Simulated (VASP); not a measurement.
HfO2:

```
Hf O
1.0
     5.01352    0.00000    0.00000
     0.00000    5.07984    0.00000
    -0.84113    0.00000    5.10743
Hf O
4 8
Direct
  0.27550 0.46030 0.70800
  0.72450 0.96030 0.79200
  0.72450 0.53970 0.29200
  0.27550 0.03970 0.20800
  0.07420 0.16840 0.84670
  0.92580 0.66840 0.65330
  0.92580 0.83160 0.15330
  0.07420 0.33160 0.34670
  0.44870 0.74190 0.98010
  0.55130 0.24190 0.51990
  0.55130 0.25810 0.01990
  0.44870 0.75810 0.48010
```

Base run:

| Quantity | Value |
| --- | --- |
| Program | VASP 6.6.1 |
| Functional | BLYP |
| Potentials or basis | VASP PAW PBE potentials, release 64 (Hf_pv, O) |
| Cutoff | 520 eV |
| k mesh | 5 × 5 × 5 |
| Occupations | fermi-dirac, width 0.05 eV |
| Spin | no spin polarisation |

Its results: band gap on the k mesh 4.43 eV (least direct gap 4.48 eV); pressure 28.3 GPa; largest force 0.721 eV/Å.

The run is repeated on the same cell with these changes: functional from BLYP to RPBE. What comes out?

Band gap on the k mesh 4.47 eV (least direct gap 4.52 eV); pressure 25.5 GPa; largest force 0.689 eV/Å.

Caveats: the cell stands under pressure; the PAW data sets were made with another functional, which shifts forces and pressure a little; spin-orbit coupling is left out, which moves the levels of the heavy elements.

A k mesh can miss the band edges.
